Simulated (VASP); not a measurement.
# CsReAs4 (P-6m2) in VASP: single point with PBE

Aim: the single point of CsReAs4 with PBE.

Everything below comes from runs of VASP 6.6.1. Logs are shortened: lines on timing, memory, paths and dates and some standing lists are left out, and cuts for length are marked.

### 1 The cell of the first run

The structure is hexagonal, space group P-6m2 (No. 187). Conventional cell: a = 6.386 Å, b = 6.386 Å, c = 4.899 Å, α = 90.00°, β = 90.00°, γ = 120.00°. Within 4.8 Å of Cs (site symmetry -6m2) lie 3 Re at 3.69 Å and 15 As at 3.69 to 4.02 Å. Re (site symmetry -6m2) has 9 As at 3.09 to 3.69 Å and 3 Cs at 3.69 Å within 4.1 Å. As (site symmetry -6m2) has 6 As at 3.04 Å and 3 Re at 3.69 Å and 3 Cs at 3.69 Å within 4.0 Å. As (site symmetry mm2) has 6 As at 3.04 to 3.26 Å and 2 Re at 3.09 Å within 4.0 Å.

### 2 Single point, PBE

Contents of INCAR:

```
  ALGO = Normal
  EDIFF = 1E-6
  ENCUT = 520
  GGA = PE
  ISIF = 2
  ISMEAR = 0
  LASPH = True
  LCHARG = False
  LREAL = False
  LWAVE = False
  NBANDS = 27
  NELM = 100
  PREC = Accurate
  SIGMA = 0.1
```

Contents of KPOINTS:

```
k-points
0
Gamma
  3 3 4
```

Contents of POSCAR:

```
CsReAs4
1.0
    6.3858701400      0.0000000000      0.0000000000
   -3.1929350700      5.5303257700      0.0000000000
    0.0000000000      0.0000000000      4.8994207800
Cs Re As
1 1 4
Direct
    0.6666666700      0.3333333300      0.0000000000
    0.0000000000      0.0000000000      0.0000000000
    0.3333333300      0.6666666700      0.0000000000
    0.6598706600      0.8299353300      0.5000000000
    0.1700646700      0.8299353300      0.5000000000
    0.1700646700      0.3401293400      0.5000000000
```

Potentials or basis: VASP PAW PBE potentials, release 64 (Cs_sv, Re, As).

Launch:

```bash
> cat potpaw_PBE.64/Cs_sv/POTCAR potpaw_PBE.64/Re/POTCAR potpaw_PBE.64/As/POTCAR > POTCAR
> mpirun -np 1 vasp_std > vasp.out
```

OUTCAR:

```text
EDIFF = 1E-6
   ENCUT = 520
   GGA = PE
   ISIF = 2
   ISMEAR = 0
   LASPH = True
   LREAL = False
   NELM = 100
   PREC = Accurate

 ion  position               nearest neighbor table
   1  0.667  0.333  0.000-
   2  0.000  0.000  0.000-   4 3.09   4 3.09   5 3.09   5 3.09   6 3.09   6 3.09
   3  0.333  0.667  0.000-
   4  0.660  0.830  0.500-   2 3.09   2 3.09
   5  0.170  0.830  0.500-   2 3.09   2 3.09
   6  0.170  0.340  0.500-   2 3.09   2 3.09

  LATTYP: Found a hexagonal cell.
 ALAT       =     6.3858701400
 C/A-ratio  =     0.7672283765

  Lattice vectors:

 A1 = (   6.3858701400,   0.0000000000,   0.0000000000)
 A2 = (  -3.1929350700,   5.5303257700,   0.0000000000)
 A3 = (   0.0000000000,   0.0000000000,   4.8994207800)

Analysis of symmetry for initial positions (statically):
=====================================================================
 Subroutine PRICEL returns:
 Original cell was already a primitive cell.

 Routine SETGRP: Setting up the symmetry group for a
 hexagonal supercell.

 Subroutine GETGRP returns: Found 12 space group operations
 (whereof 12 operations were pure point group operations)
 out of a pool of 24 trial point group operations.

The static configuration has the point symmetry D_3h.

Analysis of symmetry for dynamics (positions and initial velocities):
=====================================================================
 Subroutine PRICEL returns:
 Original cell was already a primitive cell.

 Routine SETGRP: Setting up the symmetry group for a
 hexagonal supercell.

 Subroutine GETGRP returns: Found 12 space group operations
 (whereof 12 operations were pure point group operations)
 out of a pool of 24 trial point group operations.

The dynamic configuration has the point symmetry D_3h.

 Subroutine INISYM returns: Found 12 space group operations
 (whereof 12 operations are pure point group operations),
 and found     1 'primitive' translations

----------------------------------------------------------------------------------------

                                     Primitive cell

  volume of cell :     173.0277

  direct lattice vectors                    reciprocal lattice vectors
     6.385870140  0.000000000  0.000000000     0.156595731  0.090410587  0.000000000
    -3.192935070  5.530325770  0.000000000     0.000000000  0.180821174  0.000000000
     0.000000000  0.000000000  4.899420780     0.000000000  0.000000000  0.204105760

  length of vectors
     6.385870140  6.385870143  4.899420780     0.180821174  0.180821174  0.204105760

  position of ions in fractional coordinates (direct lattice)
     0.666666670  0.333333330  0.000000000
     0.000000000  0.000000000  0.000000000
     0.333333330  0.666666670  0.000000000
     0.659870660  0.829935330  0.500000000
     0.170064670  0.829935330  0.500000000
     0.170064670  0.340129340  0.500000000

  ion indices of the primitive-cell ions
   primitive index   ion index
                 1           1
                 2           2
                 3           3
                 4           4
                 5           5
                 6           6

----------------------------------------------------------------------------------------

 KPOINTS: k-points

Automatic generation of k-mesh.
 Grid dimensions read from file:
 generate k-points for:    3    3    4

 Generating k-lattice:

  Cartesian coordinates                     Fractional coordinates (reciprocal lattice)
     0.052198577  0.030136862  0.000000000     0.333333333  0.000000000  0.000000000
     0.000000000  0.060273725  0.000000000     0.000000000  0.333333333  0.000000000
     0.000000000  0.000000000  0.051026440     0.000000000  0.000000000  0.250000000

  Length of vectors
     0.060273725  0.060273725  0.051026440

  Shift w.r.t. Gamma in fractional coordinates (k-lattice)
     0.000000000  0.000000000  0.000000000

 Subroutine IBZKPT returns following result:
 ===========================================

 Found      9 irreducible k-points:

 Following reciprocal coordinates:
            Coordinates               Weight
  0.000000  0.000000  0.000000      1.000000
  0.333333  0.000000  0.000000      6.000000
  0.333333  0.333333  0.000000      2.000000
  0.000000  0.000000  0.250000      2.000000
  0.333333  0.000000  0.250000     12.000000
  0.333333  0.333333  0.250000      4.000000
  0.000000  0.000000  0.500000      1.000000
  0.333333  0.000000  0.500000      6.000000
  0.333333  0.333333  0.500000      2.000000
   k-points           NKPTS =      9   k-points in BZ     NKDIM =      9   number of bands    NBANDS=     27
   number of dos      NEDOS =    301   number of ions     NIONS =      6
   total plane-waves  NPLWV =  82944
   dimension x,y,z NGX =    48 NGY =   48 NGZ =   36
   dimension x,y,z NGXF=    96 NGYF=   96 NGZF=   72
   ions per type =               1   1   4
   NGX,Y,Z   is equivalent  to a cutoff of  12.50, 12.50, 12.22 a.u.
   NGXF,Y,Z  is equivalent  to a cutoff of  24.99, 24.99, 24.43 a.u.
 SYSTEM =  unknown system
   PREC   = accura    normal or accurate (medium, high low for compatibility)
   ISTART =      0    job   : 0-new  1-cont  2-samecut
   ICHARG =      2    charge: 1-file 2-atom 10-const
   ISPIN  =      1    spin polarized calculation?
   LNONCOLLINEAR =      F non collinear calculations
   LSORBIT =      F    spin-orbit coupling
   LASPH  =      T    aspherical Exc in radial PAW
   ENCUT  =  520.0 eV  38.22 Ry    6.18 a.u.  11.87 11.87  9.11*2*pi/ulx,y,z
   NELM   =    100;   NELMIN=  2; NELMDL= -5     # of ELM steps
   EDIFF  = 0.1E-05   stopping-criterion for ELM
   LREAL  =      F    real-space projection
   EDIFFG = 0.1E-04   stopping-criterion for IOM
   NSW    =      0    number of steps for IOM
   IBRION =     -1    ionic relax: 0-MD 1-quasi-New 2-CG
   NFREE  =      0    steps in history (QN), initial steepest desc. (CG)
   ISIF   =      2    stress and relaxation
   ISYM   =      2    0-nonsym 1-usesym 2-fastsym
   POTIM  = 0.5000    time-step for ionic-motion
   TEBEG  =    0.0;   TEEND  =   0.0 temperature during run
   PSTRESS=    0.0 pullay stress
   NELECT =      36.0000    total number of electrons
   NUPDOWN=      -1.0000    fix difference up-down
   EMIN   =  10.00;   EMAX   =-10.00  energy-range for DOS
   EFERMI =   0.00;   METHOD = LEGACY
   ISMEAR =     0;   SIGMA  =   0.10  broadening in eV -4-tet -1-fermi 0-gaus
   EFERMI_NEDOS =   21; number of points for ismear=-14 and -15
   IALGO  =     38    algorithm
   IMIX   =      4    mixing-type and parameters
     AMIX     =   0.40;   BMIX     =  1.00
     AMIX_MAG =   1.60;   BMIX_MAG =  1.00
  volume/ion in A,a.u.               =      28.84       194.61
  Fermi-wavevector in a.u.,A,eV,Ry     =   0.970072  1.833170 12.803613  0.941039
  Thomas-Fermi vector in A             =   2.100177
   LORBIT       =      0    0 simple, 1 ext, 2 COOP (PROOUT), +10 PAW based schemes
   GGA     = PE    functional components
   LHFCALC =     F    Hartree Fock is set to
   AEXX    =    0.0000 exact exchange contribution
   IVDW    =     0    specifies the selected vdW correction
   LEPSILON=     F    determine dielectric tensor
   LRPA    =     F    only Hartree local field effects (RPA)
 non-spin polarized calculation
 Gauss-broadening in eV      SIGMA  =   0.10
  energy-cutoff  :      520.00
  volume of cell :      173.03
 maximum number of plane-waves:      4668
 NGX is ok and might be reduce to    48
   NGX = 23   NGY = 23   NGZ = 19

 number of electron      36.0000005 magnetization

 Free energy of the ion-electron system (eV)
  ---------------------------------------------------
  ext. energy  EPLUGINS =         0.00000000
  ---------------------------------------------------
  free energy    TOTEN  =       -26.30804435 eV

  energy without entropy =      -26.24577417  energy(sigma->0) =      -26.27690926

 E-fermi :   2.9038     XC(G=0):  -9.2906

 val. band max:        2.8872976779   @ k =   0.3333   0.0000   0.0000
 cond. band min:       2.9590482166   @ k =   0.3333   0.0000   0.5000
 fundamental gap:      0.0717505387
 Fermi energy:         2.9037665647

 k-point     1 :       0.0000    0.0000    0.0000
  band No.  band energies     occupation
      1     -18.3589      2.00000
      2      -9.3544      2.00000
      3      -6.4788      2.00000
      4      -6.4788      2.00000
      5      -6.3456      2.00000
      6      -5.4088      2.00000
[... 19 lines left out ...]
     26       5.9864      0.00000
     27       5.9864      0.00000

 k-point     2 :       0.3333    0.0000    0.0000
  band No.  band energies     occupation
      1     -18.3569      2.00000
      2      -9.1876      2.00000
      3      -7.4456      2.00000
      4      -6.6036      2.00000
      5      -5.8223      2.00000
      6      -5.2606      2.00000
[... 19 lines left out ...]
     26       6.3110      0.00000
     27       7.0041      0.00000

 k-point     3 :       0.3333    0.3333    0.0000
  band No.  band energies     occupation
      1     -18.3559      2.00000
      2      -9.0542      2.00000
      3      -7.8303      2.00000
      4      -6.5542      2.00000
      5      -5.6878      2.00000
      6      -5.2426      2.00000
[... 19 lines left out ...]
     26       7.0346      0.00000
     27       7.8104      0.00000

 k-point     4 :       0.0000    0.0000    0.2500
  band No.  band energies     occupation
      1     -18.3534      2.00000
      2      -9.0800      2.00000
      3      -6.8797      2.00000
      4      -6.4314      2.00000
      5      -6.4314      2.00000
      6      -5.3763      2.00000
[... 19 lines left out ...]
     26       6.5486      0.00000
     27       7.4642      0.00000

 k-point     5 :       0.3333    0.0000    0.2500
  band No.  band energies     occupation
      1     -18.3516      2.00000
      2      -8.8882      2.00000
      3      -7.3572      2.00000
      4      -6.5321      2.00000
      5      -6.5215      2.00000
      6      -5.3045      2.00000
[... 19 lines left out ...]
     26       6.3573      0.00000
     27       7.2674      0.00000

 k-point     6 :       0.3333    0.3333    0.2500
  band No.  band energies     occupation
      1     -18.3507      2.00000
      2      -8.7374      2.00000
      3      -7.6650      2.00000
      4      -6.5626      2.00000
      5      -6.5047      2.00000
      6      -5.3354      2.00000
[... 19 lines left out ...]
     26       6.0612      0.00000
     27       8.3766      0.00000

 k-point     7 :       0.0000    0.0000    0.5000
  band No.  band energies     occupation
      1     -18.3479      2.00000
      2      -8.6030      2.00000
      3      -7.5942      2.00000
      4      -6.3823      2.00000
      5      -6.3823      2.00000
      6      -5.3425      2.00000
[... 19 lines left out ...]
     26       6.2102      0.00000
     27       7.8550      0.00000

 k-point     8 :       0.3333    0.0000    0.5000
  band No.  band energies     occupation
      1     -18.3463      2.00000
      2      -8.2838      2.00000
      3      -7.6569      2.00000
      4      -7.0524      2.00000
      5      -6.4276      2.00000
      6      -5.3617      2.00000
[... 19 lines left out ...]
     26       6.7682      0.00000
     27       7.5732      0.00000

 k-point     9 :       0.3333    0.3333    0.5000
  band No.  band energies     occupation
      1     -18.3455      2.00000
      2      -7.9484      2.00000
      3      -7.6783      2.00000
      4      -7.4689      2.00000
      5      -6.5779      2.00000
      6      -5.4661      2.00000
[... 19 lines left out ...]
     26       7.6362      0.00000
     27       7.9132      0.00000

------------------------ aborting loop because EDIFF is reached ----------------------------------------

  FORCE on cell =-STRESS in cart. coord.  units (eV):
  Direction    XX          YY          ZZ          XY          YZ          ZX
  --------------------------------------------------------------------------------------
  -------------------------------------------------------------------------------------
  Total       -8.2606095     -8.2606095    -15.3579234      0.0000000      0.0000000      0.0000000
  in kB      -76.4904359    -76.4904360   -142.2091505      0.0000000      0.0000000      0.0000000
  external PRESSURE =     -98.3966741 kB  Pullay stress =       0.0000000 kB

 VOLUME and BASIS-vectors are now :
 -----------------------------------------------------------------------------
  energy-cutoff  :      520.00
  volume of cell :      173.03
      direct lattice vectors                 reciprocal lattice vectors
     6.385870140  0.000000000  0.000000000     0.156595731  0.090410587  0.000000000
    -3.192935070  5.530325770  0.000000000     0.000000000  0.180821174  0.000000000
     0.000000000  0.000000000  4.899420780     0.000000000  0.000000000  0.204105760

 POSITION                                       TOTAL-FORCE (eV/Angst)
 -----------------------------------------------------------------------------------
      3.19294      1.84344      0.00000         0.000000      0.000000      0.000000
      0.00000      0.00000      0.00000         0.000000      0.000000      0.000000
     -0.00000      3.68688      0.00000         0.000000      0.000000      0.000000
      1.56392      4.58981      2.44971         0.813217      0.469511     -0.000000
     -1.56392      4.58981      2.44971        -0.813217      0.469511     -0.000000
      0.00000      1.88103      2.44971         0.000000     -0.939022      0.000000
 -----------------------------------------------------------------------------------
    total drift:                               -0.000010      0.000006      0.000000

  FREE ENERGIE OF THE ION-ELECTRON SYSTEM (eV)
  ---------------------------------------------------
  free  energy   TOTEN  =       -26.3080443549 eV

  energy  without entropy=      -26.2457741735  energy(sigma->0) =      -26.27690926
```

Wall time 1.7 min (1 thread of AMD EPYC 7R13, shared host); peak memory 0.26 GiB.

What came out:

```
Free energy            : -26.3080 eV
Pressure               : -9.8 GPa
Largest force          : 0.939 eV/Å
Band gap on the k mesh : zero (band 18 reaches 3.27 eV, above the bottom of band 19 at 2.59 eV)
```

Forces on the atoms (eV/Å):
```
Cs   0.000  0.000  0.000
Re   0.000  0.000  0.000
As   0.000  0.000  0.000
As   0.813  0.470  0.000
As  -0.813  0.470  0.000
As   0.000 -0.939  0.000
```

Caveat: the k points lie up to 0.38 Å⁻¹ apart; spin-orbit coupling is left out, which moves the levels of the heavy elements.
